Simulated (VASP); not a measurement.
A run of VASP 6.6.1:

INCAR

```
SYSTEM = Pd2Pt
PREC     = Accurate       ! precision mode
ENCUT    = 520            ! plane-wave cutoff, eV
EDIFF    = 1E-6           ! SCF threshold, eV
ISMEAR   = 0              ! smearing method
SIGMA    = 0.1            ! smearing width, eV
LREAL    = .FALSE.        ! projectors in reciprocal space
LASPH    = .TRUE.         ! aspherical terms in the spheres
NELM     = 60             ! most SCF steps
ALGO     = Normal         ! electronic algorithm
ISIF     = 2              ! what is computed and relaxed
LWAVE    = .FALSE.        ! write WAVECAR
LCHARG   = .FALSE.        ! write CHGCAR
GGA      = PE             ! functional
NBANDS   = 22             ! bands
```

Contents of KPOINTS:

```
Automatic mesh
0
G
  6 6 6
  0 0 0
```

The input POSCAR:

```
Pd2Pt
1.0
   -1.9144185933      1.9144185933      3.1398433484
    1.9144185933     -1.9144185933      3.1398433484
    1.9144185933      1.9144185933     -3.1398433484
Pd Pt
2 1
Direct
    0.5930000000      0.5930000000      0.0000000000
    0.4070000000      0.4070000000      0.0000000000
    0.0000000000      0.0000000000      0.0000000000
```

Potentials or basis: VASP PAW PBE potentials, release 64 (Pd, Pt).

Run with:

```bash
$ cat potpaw_PBE.64/Pd/POTCAR potpaw_PBE.64/Pt/POTCAR > POTCAR
$ mpirun -np 1 vasp_std > vasp.out
```

Hardware: 1 thread of Intel(R) Xeon(R) 6975P-C (Granite Rapids), with other jobs on the host.

Q: How long does it take, and how much memory?

A: Wall time 31 s on 1 thread of Intel(R) Xeon(R) 6975P-C (Granite Rapids), on a shared host, peak memory 0.18 GiB. Counts: scf iterations 15, k points 30.
